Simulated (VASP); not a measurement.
# CdO (Monteponite) (Fm-3m) in VASP: notebook

The runs below take CdO (Monteponite) through single point, with PBE.

All numbers are computed with VASP 6.6.1; they aren't measurements. Logs are shortened: lines on timing, memory, paths and dates and some standing lists are left out, and cuts for length are marked.

## Step 1: The cell of the first run

It takes space group Fm-3m (No. 225, cubic). The conventional cell has a = 4.814 Å, b = 4.814 Å, c = 4.814 Å, α = 90.00°, β = 90.00°, γ = 90.00°. Cd (site symmetry m-3m) has 6 O at 2.41 Å within 3.2 Å. O (site symmetry m-3m) has 6 Cd at 2.41 Å within 3.2 Å.

## Step 2: Single point, PBE

INCAR

```
PREC = Accurate
ENCUT = 600
EDIFF = 1E-6
ISMEAR = -1
SIGMA = 0.1
LREAL = False
LASPH = True
NELM = 120
ALGO = Normal
ISIF = 2
LWAVE = False
LCHARG = True
GGA = PE
LELF = True
LVHAR = True
NBANDS = 16
GGA_COMPAT = False
```

KPOINTS

```
regular mesh
0
Gamma
  8 8 8
```

POSCAR

```
CdO
1.0
    0.0000000000      2.4068273472      2.4068273472
    2.4068273472      0.0000000000      2.4068273472
    2.4068273472      2.4068273472      0.0000000000
Cd O
1 1
Direct
    0.0000000000      0.0000000000      0.0000000000
    0.5000000000      0.5000000000      0.5000000000
```

Potentials or basis: VASP PAW PBE potentials, release 64 (Cd, O).

Command:

```bash
$ cat potpaw_PBE.64/Cd/POTCAR potpaw_PBE.64/O/POTCAR > POTCAR
$ mpirun -np 1 vasp_std > vasp.out
```

OUTCAR:

```text
PREC = Accurate
   ENCUT = 600
   EDIFF = 1E-6
   ISMEAR = -1
   LREAL = False
   LASPH = True
   NELM = 120
   ISIF = 2
   GGA = PE

 ion  position               nearest neighbor table
   1  0.000  0.000  0.000-   2 2.41   2 2.41   2 2.41   2 2.41   2 2.41   2 2.41
   2  0.500  0.500  0.500-   1 2.41   1 2.41   1 2.41   1 2.41   1 2.41   1 2.41

  LATTYP: Found a face centered cubic cell.
 ALAT       =     4.8136546944

  Lattice vectors:

 A1 = (   0.0000000000,   2.4068273472,   2.4068273472)
 A2 = (   2.4068273472,   0.0000000000,   2.4068273472)
 A3 = (   2.4068273472,   2.4068273472,   0.0000000000)

Analysis of symmetry for initial positions (statically):
=====================================================================
 Subroutine PRICEL returns:
 Original cell was already a primitive cell.

 Routine SETGRP: Setting up the symmetry group for a
 face centered cubic supercell.

 Subroutine GETGRP returns: Found 48 space group operations
 (whereof 48 operations were pure point group operations)
 out of a pool of 48 trial point group operations.

The static configuration has the point symmetry O_h .

Analysis of symmetry for dynamics (positions and initial velocities):
=====================================================================
 Subroutine PRICEL returns:
 Original cell was already a primitive cell.

 Routine SETGRP: Setting up the symmetry group for a
 face centered cubic supercell.

 Subroutine GETGRP returns: Found 48 space group operations
 (whereof 48 operations were pure point group operations)
 out of a pool of 48 trial point group operations.

The dynamic configuration has the point symmetry O_h .

 Subroutine INISYM returns: Found 48 space group operations
 (whereof 48 operations are pure point group operations),
 and found     1 'primitive' translations

----------------------------------------------------------------------------------------

                                     Primitive cell

  volume of cell :      27.8846

  direct lattice vectors                    reciprocal lattice vectors
     0.000000000  2.406827347  2.406827347    -0.207742363  0.207742363  0.207742363
     2.406827347  0.000000000  2.406827347     0.207742363 -0.207742363  0.207742363
     2.406827347  2.406827347  0.000000000     0.207742363  0.207742363 -0.207742363

  length of vectors
     3.403767877  3.403767877  3.403767877     0.359820327  0.359820327  0.359820327

  position of ions in fractional coordinates (direct lattice)
[... 72 lines left out ...]
   ICHARG =      2    charge: 1-file 2-atom 10-const
   ISPIN  =      1    spin polarized calculation?
   LNONCOLLINEAR =      F non collinear calculations
   LSORBIT =      F    spin-orbit coupling
   LASPH  =      T    aspherical Exc in radial PAW
   ENCUT  =  600.0 eV  44.10 Ry    6.64 a.u.   6.80  6.80  6.80*2*pi/ulx,y,z
   NELM   =    120;   NELMIN=  2; NELMDL= -5     # of ELM steps
   EDIFF  = 0.1E-05   stopping-criterion for ELM
   LREAL  =      F    real-space projection
   EDIFFG = 0.1E-04   stopping-criterion for IOM
   NSW    =      0    number of steps for IOM
   IBRION =     -1    ionic relax: 0-MD 1-quasi-New 2-CG
   NFREE  =      0    steps in history (QN), initial steepest desc. (CG)
   ISIF   =      2    stress and relaxation
   ISYM   =      2    0-nonsym 1-usesym 2-fastsym
   POTIM  = 0.5000    time-step for ionic-motion
   TEBEG  =    0.0;   TEEND  =   0.0 temperature during run
   PSTRESS=    0.0 pullay stress
   NELECT =      18.0000    total number of electrons
   NUPDOWN=      -1.0000    fix difference up-down
   EMIN   =  10.00;   EMAX   =-10.00  energy-range for DOS
   EFERMI =   0.00;   METHOD = LEGACY
   ISMEAR =    -1;   SIGMA  =   0.10  broadening in eV -4-tet -1-fermi 0-gaus
   EFERMI_NEDOS =   21; number of points for ismear=-14 and -15
   IALGO  =     38    algorithm
   IMIX   =      4    mixing-type and parameters
     AMIX     =   0.40;   BMIX     =  1.00
     AMIX_MAG =   1.60;   BMIX_MAG =  1.00
  volume/ion in A,a.u.               =      13.94        94.09
  Fermi-wavevector in a.u.,A,eV,Ry     =   1.414851  2.673681 27.236191  2.001804
  Thomas-Fermi vector in A             =   2.536350
   LORBIT       =      0    0 simple, 1 ext, 2 COOP (PROOUT), +10 PAW based schemes
   GGA     = PE    functional components
   LHFCALC =     F    Hartree Fock is set to
   AEXX    =    0.0000 exact exchange contribution
   IVDW    =     0    specifies the selected vdW correction
   LEPSILON=     F    determine dielectric tensor
   LRPA    =     F    only Hartree local field effects (RPA)
 non-spin polarized calculation
  energy-cutoff  :      600.00
  volume of cell :       27.88
 maximum number of plane-waves:       950
   NGX = 13   NGY = 13   NGZ = 13

 number of electron      17.9999996 magnetization

 Free energy of the ion-electron system (eV)
  ---------------------------------------------------
  ext. energy  EPLUGINS =         0.00000000
  ---------------------------------------------------
  free energy    TOTEN  =        -7.72947617 eV

  energy without entropy =       -7.72703027  energy(sigma->0) =       -7.72825322

 E-fermi :   1.7444     XC(G=0): -11.2962

 val. band max:        1.3831294695   @ k =   0.5000   0.0000   0.0000
 cond. band min:       2.2264491134   @ k =   0.1250   0.0000   0.0000
 fundamental gap:      0.8433196439
 Fermi energy:         1.7444120479

 k-point     1 :       0.0000    0.0000    0.0000
  band No.  band energies     occupation
      1     -15.4822      2.00000
      2      -5.2122      2.00000
      3      -5.2122      2.00000
      4      -5.2122      2.00000
      5      -4.9507      2.00000
      6      -4.9507      2.00000
[... 433 lines left out ...]
      3      -5.4206      2.00000
      4      -5.4169      2.00000
      5      -4.7474      2.00000
      6      -4.7422      2.00000
[... 8 lines left out ...]
     15      20.1845      0.00000
     16      23.6171      0.00000

 [... further k-points ...]
[... 5 lines left out ...]
  --------------------------------------------------------------------------------------
  -------------------------------------------------------------------------------------
  Total       -0.4392196     -0.4392196     -0.4392196      0.0000000     -0.0000000     -0.0000000
  in kB      -25.2364036    -25.2364036    -25.2364036      0.0000000     -0.0000000     -0.0000000
  external PRESSURE =     -25.2364036 kB  Pullay stress =       0.0000000 kB

 VOLUME and BASIS-vectors are now :
 -----------------------------------------------------------------------------
  energy-cutoff  :      600.00
  volume of cell :       27.88
      direct lattice vectors                 reciprocal lattice vectors
     0.000000000  2.406827347  2.406827347    -0.207742363  0.207742363  0.207742363
     2.406827347  0.000000000  2.406827347     0.207742363 -0.207742363  0.207742363
     2.406827347  2.406827347  0.000000000     0.207742363  0.207742363 -0.207742363

 POSITION                                       TOTAL-FORCE (eV/Angst)
 -----------------------------------------------------------------------------------
      0.00000      0.00000      0.00000        -0.000000      0.000000      0.000000
      2.40683      2.40683      2.40683         0.000000     -0.000000     -0.000000
 -----------------------------------------------------------------------------------
    total drift:                                0.000000      0.000000      0.000000

  FREE ENERGIE OF THE ION-ELECTRON SYSTEM (eV)
  ---------------------------------------------------
  free  energy   TOTEN  =        -7.7294761677 eV

  energy  without entropy=       -7.7270302667  energy(sigma->0) =       -7.72825322
```

OSZICAR:

```text
N       E                     dE             d eps       ncg     rms          rms(c)
DAV:   1     0.121112224630E+03    0.12111E+03   -0.11304E+04   976   0.127E+03
DAV:   2    -0.580836358301E+01   -0.12692E+03   -0.11468E+03  1040   0.299E+02
DAV:   3    -0.956461210114E+01   -0.37562E+01   -0.37457E+01  1176   0.559E+01
DAV:   4    -0.957426822840E+01   -0.96561E-02   -0.96560E-02  1120   0.275E+00
DAV:   5    -0.957429580505E+01   -0.27577E-04   -0.27577E-04  1176   0.135E-01    0.967E+00
DAV:   6    -0.782737675684E+01    0.17469E+01   -0.54060E+00  1224   0.380E+01    0.844E+00
DAV:   7    -0.775074807691E+01    0.76629E-01   -0.73194E-01   984   0.800E+00    0.408E+00
DAV:   8    -0.773215804688E+01    0.18590E-01   -0.10813E-01   976   0.287E+00    0.670E-01
DAV:   9    -0.772936790746E+01    0.27901E-02   -0.67318E-03  1088   0.782E-01    0.130E-01
DAV:  10    -0.772942851221E+01   -0.60605E-04   -0.11190E-03  1040   0.310E-01    0.448E-02
DAV:  11    -0.772947916011E+01   -0.50648E-04   -0.54006E-05  1072   0.695E-02    0.145E-02
DAV:  12    -0.772947626299E+01    0.28971E-05   -0.60563E-06  1080   0.233E-02    0.552E-03
DAV:  13    -0.772947616766E+01    0.95331E-07   -0.49329E-07   800   0.833E-03
   1 F= -.77294762E+01 E0= -.77282532E+01  d E =-.244590E-02
```

stdout:

```text
POSCAR found type information on POSCAR CdO
 POSCAR found :  2 types and       2 ions
 scaLAPACK will be used
 LDA part: xc-table for (Slater+PW92), standard interpolation
 POSCAR, INCAR and KPOINTS ok, starting setup
 FFT: planning ... GRIDC
 FFT: planning ... GRID_SOFT
 FFT: planning ... GRID
 WAVECAR not read
 entering main loop
```

Wall time 31 s (1 thread of Intel Xeon 8259CL, shared host); peak memory 0.16 GiB.

What came out:

```yaml
Free_energy: -7.7295 eV
Pressure: -2.5 GPa
Band_gap_on_the_k_mesh: zero (band 9 reaches 1.38 eV, above the bottom of band 10 at 0.82 eV)
```

Levels at points of the mesh, in eV from the Fermi level:
```
           k point  band 7  band 8  band 9  band 10  band 11  band 12
(0.00, 0.00, 0.00)   -1.43   -1.43   -1.43    -0.92    14.51    16.17
(0.50, 0.00, 0.00)   -3.99   -0.36   -0.36     4.04     6.45    11.22
(0.50, 0.50, 0.00)   -4.19   -2.33   -2.33     3.22     7.89    10.60
```

## Step 3: Single point, PBE

This run uses another cell than the first one, of 14.27 Å³/atom, 1.023 times its volume.

INCAR

```
ALGO = Normal ; EDIFF = 1E-6
ENCUT = 600 ; GGA = PE
GGA_COMPAT = False ; ISIF = 2
ISMEAR = -1 ; LASPH = True
LCHARG = True ; LELF = True
LREAL = False ; LVHAR = True
LWAVE = False ; NBANDS = 16
NELM = 120 ; PREC = Accurate
SIGMA = 0.1
```

KPOINTS

```
k-points
0
Gamma
  8 8 8
```

POSCAR

```
CdO
1.0
    0.0000000000      2.4253421313      2.4253421313
    2.4253421313      0.0000000000      2.4253421313
    2.4253421313      2.4253421313      0.0000000000
Cd O
1 1
Direct
    0.0000000000      0.0000000000      0.0000000000
    0.5000000000      0.5000000000      0.5000000000
```

Potentials or basis: VASP PAW PBE potentials, release 64 (Cd, O).

Command:

```bash
$ cat potpaw_PBE.64/Cd/POTCAR potpaw_PBE.64/O/POTCAR > POTCAR
$ mpirun -np 1 vasp_std > vasp.out
```

Run time: 32 s. Hardware: 1 thread of Intel Xeon 8259CL, shared host; peak memory 0.16 GiB.

Results (log left out):

```
Free energy            : -7.7153 eV
Pressure               : -5.0 GPa
Band gap on the k mesh : zero (band 9 reaches 1.19 eV, above the bottom of band 10 at 0.59 eV)
```

Levels at points of the mesh, in eV from the Fermi level:
```
           k point  band 6  band 7  band 8  band 9  band 10  band 11  band 12  band 13
(0.00, 0.00, 0.00)   -6.69   -1.36   -1.36   -1.36    -0.96    14.46    16.01    16.01
(0.50, 0.00, 0.00)   -6.50   -3.94   -0.36   -0.36     4.02     6.29    11.10    11.10
(0.50, 0.50, 0.00)   -6.18   -4.05   -2.23   -2.23     3.12     7.78    10.51    12.19
```
